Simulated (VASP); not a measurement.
# BaS (Fm-3m) in VASP: settings compared

Aim: see how the results for BaS move with the level of theory and the settings. Levels: PBE, PBEsol, r2SCAN. Tasks: single point.

All numbers are computed with VASP 6.6.1; they aren't measurements. Logs are shortened: lines on timing, memory, paths and dates and some standing lists are left out, and cuts for length are marked.

## Step 1: The cell of the first run

It takes space group Fm-3m (No. 225, cubic). Conventional cell: a = 6.424 Å, b = 6.424 Å, c = 6.424 Å, α = 90.00°, β = 90.00°, γ = 90.00°. Ba (site symmetry m-3m) has 6 S at 3.21 Å within 4.2 Å. Within 4.2 Å of S (site symmetry m-3m) lie 6 Ba at 3.21 Å.

## Step 2: Single point, PBE

INCAR reads:

```
SYSTEM = BaS
ALGO = Normal
EDIFF = 1E-7
ENCUT = 520
GGA = PE
ISIF = 2
ISMEAR = 0
LASPH = .TRUE.
LCHARG = .FALSE.
LREAL = .FALSE.
LWAVE = .FALSE.
NBANDS = 15
NELM = 100
PREC = Accurate
SIGMA = 0.01
```

KPOINTS reads:

```
k-points
0
G
  6 6 6
  0 0 0
```

POSCAR reads:

```
BaS
1.0
    0.0000000000      3.2117958739      3.2117958739
    3.2117958739      0.0000000000      3.2117958739
    3.2117958739      3.2117958739      0.0000000000
Ba S
1 1
Direct
    0.0000000000      0.0000000000      0.0000000000
    0.5000000000      0.5000000000      0.5000000000
```

Potentials or basis: VASP PAW PBE potentials, release 64 (Ba_sv, S).

Run with:

```
$ cat potpaw_PBE.64/Ba_sv/POTCAR potpaw_PBE.64/S/POTCAR > POTCAR
$ mpirun -np 1 vasp_std > vasp.out
```

OUTCAR:

```text
SYSTEM = BaS
   EDIFF = 1E-7
   ENCUT = 520
   GGA = PE
   ISIF = 2
   ISMEAR = 0
   LASPH = .TRUE.
   LREAL = .FALSE.
   NELM = 100
   PREC = Accurate

 ion  position               nearest neighbor table
   1  0.000  0.000  0.000-   2 3.21   2 3.21   2 3.21   2 3.21   2 3.21   2 3.21
   2  0.500  0.500  0.500-   1 3.21   1 3.21   1 3.21   1 3.21   1 3.21   1 3.21

  LATTYP: Found a face centered cubic cell.
 ALAT       =     6.4235917478

  Lattice vectors:

 A1 = (   0.0000000000,   3.2117958739,   3.2117958739)
 A2 = (   3.2117958739,   0.0000000000,   3.2117958739)
 A3 = (   3.2117958739,   3.2117958739,   0.0000000000)

Analysis of symmetry for initial positions (statically):
=====================================================================
 Subroutine PRICEL returns:
 Original cell was already a primitive cell.

 Routine SETGRP: Setting up the symmetry group for a
 face centered cubic supercell.

 Subroutine GETGRP returns: Found 48 space group operations
 (whereof 48 operations were pure point group operations)
 out of a pool of 48 trial point group operations.

The static configuration has the point symmetry O_h .

Analysis of symmetry for dynamics (positions and initial velocities):
=====================================================================
 Subroutine PRICEL returns:
 Original cell was already a primitive cell.

 Routine SETGRP: Setting up the symmetry group for a
 face centered cubic supercell.

 Subroutine GETGRP returns: Found 48 space group operations
 (whereof 48 operations were pure point group operations)
 out of a pool of 48 trial point group operations.

The dynamic configuration has the point symmetry O_h .

 Subroutine INISYM returns: Found 48 space group operations
 (whereof 48 operations are pure point group operations),
 and found     1 'primitive' translations

----------------------------------------------------------------------------------------

                                     Primitive cell

  volume of cell :      66.2634

  direct lattice vectors                    reciprocal lattice vectors
     0.000000000  3.211795874  3.211795874    -0.155676145  0.155676145  0.155676145
     3.211795874  0.000000000  3.211795874     0.155676145 -0.155676145  0.155676145
     3.211795874  3.211795874  0.000000000     0.155676145  0.155676145 -0.155676145

  length of vectors
     4.542165284  4.542165284  4.542165284     0.269638993  0.269638993  0.269638993

  position of ions in fractional coordinates (direct lattice)
     0.000000000  0.000000000  0.000000000
     0.500000000  0.500000000  0.500000000

  ion indices of the primitive-cell ions
   primitive index   ion index
                 1           1
                 2           2

----------------------------------------------------------------------------------------

 KPOINTS: k-points

Automatic generation of k-mesh.
 Grid dimensions read from file:
 generate k-points for:    6    6    6

 Generating k-lattice:

  Cartesian coordinates                     Fractional coordinates (reciprocal lattice)
    -0.025946024  0.025946024  0.025946024     0.166666667  0.000000000  0.000000000
     0.025946024 -0.025946024  0.025946024     0.000000000  0.166666667  0.000000000
     0.025946024  0.025946024 -0.025946024     0.000000000  0.000000000  0.166666667

  Length of vectors
     0.044939832  0.044939832  0.044939832

  Shift w.r.t. Gamma in fractional coordinates (k-lattice)
     0.000000000  0.000000000  0.000000000

 Subroutine IBZKPT returns following result:
 ===========================================

 Found     16 irreducible k-points:

 Following reciprocal coordinates:
            Coordinates               Weight
  0.000000  0.000000  0.000000      1.000000
  0.166667  0.000000  0.000000      8.000000
  0.333333  0.000000  0.000000      8.000000
  0.500000  0.000000  0.000000      4.000000
  0.166667  0.166667  0.000000      6.000000
  0.333333  0.166667  0.000000     24.000000
[... 8 lines left out ...]
 -0.333333  0.333333  0.166667     24.000000
 -0.333333  0.500000  0.166667     12.000000
   k-points           NKPTS =     16   k-points in BZ     NKDIM =     16   number of bands    NBANDS=     15
   number of dos      NEDOS =    301   number of ions     NIONS =      2
   total plane-waves  NPLWV =  46656
   dimension x,y,z NGX =    36 NGY =   36 NGZ =   36
   dimension x,y,z NGXF=    72 NGYF=   72 NGZF=   72
   ions per type =               1   1
   NGX,Y,Z   is equivalent  to a cutoff of  13.18, 13.18, 13.18 a.u.
   NGXF,Y,Z  is equivalent  to a cutoff of  26.35, 26.35, 26.35 a.u.
 SYSTEM =  BaS
   PREC   = accura    normal or accurate (medium, high low for compatibility)
   ISTART =      0    job   : 0-new  1-cont  2-samecut
   ICHARG =      2    charge: 1-file 2-atom 10-const
   ISPIN  =      1    spin polarized calculation?
   LNONCOLLINEAR =      F non collinear calculations
   LSORBIT =      F    spin-orbit coupling
   LASPH  =      T    aspherical Exc in radial PAW
   ENCUT  =  520.0 eV  38.22 Ry    6.18 a.u.   8.45  8.45  8.45*2*pi/ulx,y,z
   NELM   =    100;   NELMIN=  2; NELMDL= -5     # of ELM steps
   EDIFF  = 0.1E-06   stopping-criterion for ELM
   LREAL  =      F    real-space projection
   EDIFFG = 0.1E-05   stopping-criterion for IOM
   NSW    =      0    number of steps for IOM
   IBRION =     -1    ionic relax: 0-MD 1-quasi-New 2-CG
   NFREE  =      0    steps in history (QN), initial steepest desc. (CG)
   ISIF   =      2    stress and relaxation
   ISYM   =      2    0-nonsym 1-usesym 2-fastsym
   POTIM  = 0.5000    time-step for ionic-motion
   TEBEG  =    0.0;   TEEND  =   0.0 temperature during run
   PSTRESS=    0.0 pullay stress
   NELECT =      16.0000    total number of electrons
   NUPDOWN=      -1.0000    fix difference up-down
   EMIN   =  10.00;   EMAX   =-10.00  energy-range for DOS
   EFERMI =   0.00;   METHOD = LEGACY
   ISMEAR =     0;   SIGMA  =   0.01  broadening in eV -4-tet -1-fermi 0-gaus
   EFERMI_NEDOS =   21; number of points for ismear=-14 and -15
   IALGO  =     38    algorithm
   IMIX   =      4    mixing-type and parameters
     AMIX     =   0.40;   BMIX     =  1.00
     AMIX_MAG =   1.60;   BMIX_MAG =  1.00
  volume/ion in A,a.u.               =      33.13       223.58
  Fermi-wavevector in a.u.,A,eV,Ry     =   1.019429  1.926441 14.139651  1.039235
  Thomas-Fermi vector in A             =   2.152942
   LORBIT       =      0    0 simple, 1 ext, 2 COOP (PROOUT), +10 PAW based schemes
   GGA     = PE    functional components
   LHFCALC =     F    Hartree Fock is set to
   AEXX    =    0.0000 exact exchange contribution
   IVDW    =     0    specifies the selected vdW correction
   LEPSILON=     F    determine dielectric tensor
   LRPA    =     F    only Hartree local field effects (RPA)
 non-spin polarized calculation
 Gauss-broadening in eV      SIGMA  =   0.01
  energy-cutoff  :      520.00
  volume of cell :       66.26
 maximum number of plane-waves:      1807
 NGX is ok and might be reduce to    36
   NGX = 17   NGY = 17   NGZ = 17

 number of electron      16.0000002 magnetization

 Free energy of the ion-electron system (eV)
  ---------------------------------------------------
  ext. energy  EPLUGINS =         0.00000000
  ---------------------------------------------------
  free energy    TOTEN  =       -10.19189785 eV

  energy without entropy =      -10.19189785  energy(sigma->0) =      -10.19189785

 E-fermi :   1.4087     XC(G=0):  -8.5557

 val. band max:        1.3671409492   @ k =   0.0000   0.0000   0.0000
 cond. band min:       3.5019974535   @ k =   0.5000   0.5000   0.0000
 fundamental gap:      2.1348565043
 Fermi energy:         1.4086946831

 k-point     1 :       0.0000    0.0000    0.0000
  band No.  band energies     occupation
      1     -24.7616      2.00000
      2      -9.8190      2.00000
      3      -9.8190      2.00000
      4      -9.8190      2.00000
      5      -8.9674      2.00000
      6       1.3671      2.00000
      7       1.3671      2.00000
      8       1.3671      2.00000
      9       4.8846      0.00000
     10       5.2328      0.00000
     11       5.2328      0.00000
     12       5.2328      0.00000
     13       6.1410      0.00000
     14       6.1410      0.00000
     15      10.0725      0.00000

 k-point     2 :       0.1667    0.0000    0.0000
  band No.  band energies     occupation
      1     -24.7514      2.00000
      2     -10.2298      2.00000
      3      -9.8283      2.00000
      4      -9.8283      2.00000
      5      -8.5332      2.00000
      6       0.7265      2.00000
      7       1.0353      2.00000
      8       1.0353      2.00000
      9       5.2652      0.00000
     10       5.6333      0.00000
     11       5.6333      0.00000
     12       5.8537      0.00000
     13       6.8981      0.00000
     14       6.8981      0.00000
     15      11.1053      0.00000

 k-point     3 :       0.3333    0.0000    0.0000
  band No.  band energies     occupation
      1     -24.7309      2.00000
      2     -10.7033      2.00000
      3      -9.8466      2.00000
      4      -9.8466      2.00000
      5      -8.0090      2.00000
      6      -0.1703      2.00000
      7       0.5232      2.00000
      8       0.5232      2.00000
      9       5.8100      0.00000
     10       6.6960      0.00000
     11       6.6960      0.00000
     12       7.2946      0.00000
     13       8.6073      0.00000
     14       8.6073      0.00000
     15      11.6281      0.00000
[... 199 lines left out ...]
 k-point    15 :      -0.3333    0.3333    0.1667
  band No.  band energies     occupation
      1     -24.7112      2.00000
      2     -10.5459      2.00000
      3     -10.0707      2.00000
      4      -9.9793      2.00000
      5      -8.2319      2.00000
      6       0.1068      2.00000
      7       0.6720      2.00000
      8       0.7307      2.00000
      9       5.8045      0.00000
     10       5.9066      0.00000
     11       7.9037      0.00000
     12       8.2836      0.00000
     13       8.6494      0.00000
     14      10.6132      0.00000
     15      10.7131      0.00000

 k-point    16 :      -0.3333    0.5000    0.1667
  band No.  band energies     occupation
      1     -24.7081      2.00000
      2     -10.2457      2.00000
      3     -10.2065      2.00000
      4     -10.0692      2.00000
      5      -8.4885      2.00000
      6       0.4868      2.00000
      7       0.8241      2.00000
      8       0.9766      2.00000
      9       4.5738      0.00000
     10       6.8590      0.00000
     11       7.4721      0.00000
     12       8.2523      0.00000
     13       8.7873      0.00000
     14       9.5725      0.00000
     15      11.0728      0.00000

------------------------ aborting loop because EDIFF is reached ----------------------------------------

  FORCE on cell =-STRESS in cart. coord.  units (eV):
  Direction    XX          YY          ZZ          XY          YZ          ZX
  --------------------------------------------------------------------------------------
  -------------------------------------------------------------------------------------
  Total        0.2701658      0.2701658      0.2701658      0.0000000     -0.0000000      0.0000000
  in kB        6.5323161      6.5323161      6.5323161      0.0000000     -0.0000000      0.0000000
  external PRESSURE =       6.5323161 kB  Pullay stress =       0.0000000 kB

 VOLUME and BASIS-vectors are now :
 -----------------------------------------------------------------------------
  energy-cutoff  :      520.00
  volume of cell :       66.26
      direct lattice vectors                 reciprocal lattice vectors
     0.000000000  3.211795874  3.211795874    -0.155676145  0.155676145  0.155676145
     3.211795874  0.000000000  3.211795874     0.155676145 -0.155676145  0.155676145
     3.211795874  3.211795874  0.000000000     0.155676145  0.155676145 -0.155676145

 POSITION                                       TOTAL-FORCE (eV/Angst)
 -----------------------------------------------------------------------------------
      0.00000      0.00000      0.00000         0.000000      0.000000      0.000000
      3.21180      3.21180      3.21180         0.000000     -0.000000     -0.000000
 -----------------------------------------------------------------------------------
    total drift:                                0.000000      0.000000      0.000000

  FREE ENERGIE OF THE ION-ELECTRON SYSTEM (eV)
  ---------------------------------------------------
  free  energy   TOTEN  =       -10.1918978536 eV

  energy  without entropy=      -10.1918978535  energy(sigma->0) =      -10.19189785
```

It took 17 s on 1 thread of Intel Xeon 6975P-C, shared host; peak memory 0.2 GiB.

Results:

```
Free energy            : -10.1919 eV
Pressure               : 0.7 GPa
Band gap on the k mesh : 2.13 eV, indirect (least direct gap 2.28 eV)
```

Levels at points of the mesh, in eV from the valence-band top:
```csv
k point,band 4,band 5,band 6,band 7,band 8,band 9,band 10,band 11,band 12,band 13
"(0.00, 0.00, 0.00)",-11.19,-10.33,0.00,0.00,0.00,3.52,3.87,3.87,3.87,4.77
"(0.50, 0.00, 0.00)",-11.22,-9.17,-1.90,-1.05,-1.05,5.48,5.64,6.24,6.24,8.80
"(0.50, 0.50, 0.00)",-11.37,-10.24,-0.54,-0.15,-0.15,2.13,5.89,5.92,7.40,7.40
```

Caveat: spin-orbit coupling is left out, which moves the levels of the heavy elements.

## Step 3: Single point, PBEsol

INCAR reads:

```
SYSTEM = BaS
PREC     = Accurate       ! precision mode
ENCUT    = 520            ! plane-wave cutoff, eV
EDIFF    = 1E-6           ! SCF threshold, eV
ISMEAR   = 0              ! smearing method
SIGMA    = 0.01           ! smearing width, eV
LREAL    = .FALSE.        ! projectors in reciprocal space
LASPH    = .TRUE.         ! aspherical terms in the spheres
NELM     = 80             ! most SCF steps
ALGO     = Normal         ! electronic algorithm
ISIF     = 2              ! what is computed and relaxed
LWAVE    = .FALSE.        ! write WAVECAR
LCHARG   = .FALSE.        ! write CHGCAR
GGA      = PS             ! functional
NBANDS   = 15             ! bands
```

KPOINTS reads:

```
regular mesh
0
G
  6 6 6
  0 0 0
```

POSCAR is that of step 2.

Potentials or basis: VASP PAW PBE potentials, release 64 (Ba_sv, S).

Run with:

```
$ cat potpaw_PBE.64/Ba_sv/POTCAR potpaw_PBE.64/S/POTCAR > POTCAR
$ mpirun -np 1 vasp_std > vasp.out
```

It took 14 s on 1 thread of Intel Xeon 6975P-C, shared host; peak memory 0.21 GiB.

The run converged. Its results:

| Item | Value |
| --- | --- |
| Free energy | -10.7118 eV |
| Pressure | -1.2 GPa |
| Band gap on the k mesh | 2.01 eV, indirect (least direct gap 2.16 eV) |

Levels at points of the mesh, in eV from the valence-band top:
```tsv
k point	band 6	band 7	band 8	band 9	band 10	band 11
(0.00, 0.00, 0.00)	0.00	0.00	0.00	3.33	3.78	3.78
(0.50, 0.00, 0.00)	-1.96	-1.07	-1.07	5.41	5.47	6.20
(0.50, 0.50, 0.00)	-0.56	-0.15	-0.15	2.01	5.82	5.86
```

Caveat: the PAW data sets were made with another functional, which shifts forces and pressure a little; spin-orbit coupling is left out, which moves the levels of the heavy elements.

## Step 4: Single point, r2SCAN

POSCAR is that of step 3.

INCAR.step1 reads:

```
PREC = Accurate ; ENCUT = 520
ISMEAR = 0 ; SIGMA = 0.01
LREAL = False ; LASPH = True
NELM = 60 ; NBANDS = 15
GGA = PE ; ALGO = Normal
EDIFF = 1E-4 ; LWAVE = True
LCHARG = False
```

INCAR.step2 reads:

```
PREC = Accurate ; ENCUT = 520
EDIFF = 1E-6 ; ISMEAR = 0
SIGMA = 0.01 ; LREAL = False
LASPH = True ; NELM = 60
ALGO = Normal ; ISIF = 2
LWAVE = False ; LCHARG = False
METAGGA = R2SCAN ; LMIXTAU = True
NBANDS = 15 ; ISTART = 1
```

KPOINTS reads:

```
regular mesh
0
Gamma
  6 6 6
```

Run with:

```
$ cat potpaw_PBE.64/Ba_sv/POTCAR potpaw_PBE.64/S/POTCAR > POTCAR
$ cp INCAR.step1 INCAR
$ mpirun -np 1 vasp_std > vasp.out
$ cp INCAR.step2 INCAR
$ mpirun -np 1 vasp_std > vasp.out
```

It took 58 s on 1 thread of Intel Xeon 6975P-C, shared host; peak memory 0.22 GiB.

The run converged. Its results:

* Free energy: -39.2053 eV
* Pressure: 0.6 GPa
* Band gap on the k mesh: 2.49 eV, indirect (least direct gap 2.63 eV)

Levels at points of the mesh, in eV from the valence-band top:
| k point | band 6 | band 7 | band 8 | band 9 | band 10 | band 11 |
| --- | --- | --- | --- | --- | --- | --- |
| (0.00, 0.00, 0.00) | 0.00 | 0.00 | 0.00 | 4.13 | 4.30 | 4.30 |
| (0.50, 0.00, 0.00) | -1.88 | -1.05 | -1.05 | 5.98 | 6.08 | 6.79 |
| (0.50, 0.50, 0.00) | -0.54 | -0.14 | -0.14 | 2.49 | 6.48 | 6.62 |

Caveat: the PAW data sets were made with another functional, which shifts forces and pressure a little; spin-orbit coupling is left out, which moves the levels of the heavy elements. A k mesh can miss the band edges.

## Step 5: Single point, PBE, non-collinear spin, zero start, spin-orbit coupling

INCAR reads:

```
SYSTEM = BaS
PREC = Accurate
ENCUT = 520
EDIFF = 1E-7
ISMEAR = 0
SIGMA = 0.01
LREAL = .FALSE.
LASPH = .TRUE.
NELM = 150
ALGO = Normal
ISIF = 2
LWAVE = .FALSE.
LCHARG = .FALSE.
LNONCOLLINEAR = .TRUE.
MAGMOM = 0 0 0 0 0 0
LORBIT = 11
LSORBIT = .TRUE.
GGA_COMPAT = .FALSE.
LORBMOM = .TRUE.
GGA = PE
NBANDS = 28
```

KPOINTS reads:

```
Automatic mesh
0
G
  6 6 6
  0 0 0
```

POSCAR is that of step 4.

Run with:

```
$ cat potpaw_PBE.64/Ba_sv/POTCAR potpaw_PBE.64/S/POTCAR > POTCAR
$ mpirun -np 1 vasp_ncl > vasp.out
```

Wall time 96 s (1 thread of Intel Xeon 6975P-C, shared host); peak memory 0.39 GiB.

It converged, with:

```
Free energy                                           : -10.3871 eV
Pressure                                              : 0.6 GPa
Net moment                                            : 0.00 μB per cell
Valence electrons inside the program's atomic spheres : Ba 7.90; S 3.75
```

Moments on the atoms (μB; x, y, z):
```
Ba  0.00 0.00 0.00
S   0.00 0.00 0.00
```

## Step 6: Overview

```csv
level,spin,gap on the mesh (eV),pressure (GPa)
PBE,off,2.13,0.7
PBEsol,off,2.01,-1.2
r2SCAN,off,2.49,0.6
PBE,"non-collinear, zero start, SOC",-,0.6
```

Alike in all rows: task single point; potentials or basis VASP PAW PBE potentials, release 64 (Ba_sv, S); cell as given; k mesh 6 × 6 × 6; cutoff (eV) 520; smearing gaussian 0.01 eV.

On the cell as given the gap runs from 2.01 eV (PBEsol) to 2.49 eV (r2SCAN). The pressure there spans -1.2 GPa (PBEsol) to 0.7 GPa (PBE); a positive pressure means that this level wants a larger cell, a negative one a smaller.

Caveats: spin-orbit coupling is left out, which moves the levels of the heavy elements (some runs); the PAW data sets were made with another functional, which shifts forces and pressure a little (some runs).

Total energies depend on the potentials used, so only differences within one code and one set of settings carry meaning.
